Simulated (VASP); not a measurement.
NaScSe2:

```xyz
4
Lattice="4.0247 0.0000 0.0000 0.0000 4.0247 0.0000 0.0000 0.0000 5.4624" Properties=species:S:1:pos:R:3 pbc="T T T"
Na    0.0000    0.0000    0.0000
Se    0.0000    0.0000    2.7312
Se    2.0124    2.0124    0.0000
Sc    2.0124    2.0124    2.7312
```

| Item | Value |
| --- | --- |
| Program | VASP 6.6.1 |
| Task | relaxation of cell and atoms |
| Functional | LDA |
| Potentials or basis | VASP PAW LDA potentials, release 64 (Na_pv, Se, Sc_sv) |
| Cutoff | 600 eV |
| k mesh | 6 × 6 × 4 |
| Occupations | fermi-dirac, width 0.02 eV |
| Spin | no spin polarisation |

At the start: pressure -4.5 GPa; volume 22.12 Å³/atom.

Q: How do energy, volume and symmetry change on relaxing?

A: Over 5 steps the energy falls by 25.4 meV/atom and the volume is 20.42 Å³/atom (-7.7 %); space group P4/mmm (No. 123, to 0.1 Å) before and after.

The path:
| step | energy change (eV) | largest force (eV/Å) | pressure (GPa) | volume (Å³) |
| --- | --- | --- | --- | --- |
| 1 | 0.0000 | 0.0000 | -4.52 | 88.48 |
| 2 | -0.0939 | 0.0000 | 1.10 | 80.72 |
| 3 | -0.0980 | 0.0000 | -0.04 | 81.97 |
| 4 | -0.1014 | 0.0000 | -0.01 | 81.75 |
| 5 | -0.1015 | 0.0000 | 0.01 | 81.70 |

Final structure:
```cif
data_structure
_symmetry_space_group_name_H-M 'P 1'
_symmetry_Int_Tables_number 1
_cell_length_a 3.9049
_cell_length_b 3.9049
_cell_length_c 5.3579
_cell_angle_alpha 90.000
_cell_angle_beta 90.000
_cell_angle_gamma 90.000
_cell_volume 81.70
loop_
_atom_site_label
_atom_site_type_symbol
_atom_site_fract_x
_atom_site_fract_y
_atom_site_fract_z
_atom_site_occupancy
Na1 Na 0.00000 0.00000 0.00000 1
Se1 Se 0.00000 0.00000 0.50000 1
Se2 Se 0.50000 0.50000 0.00000 1
Sc1 Sc 0.50000 0.50000 0.50000 1
```
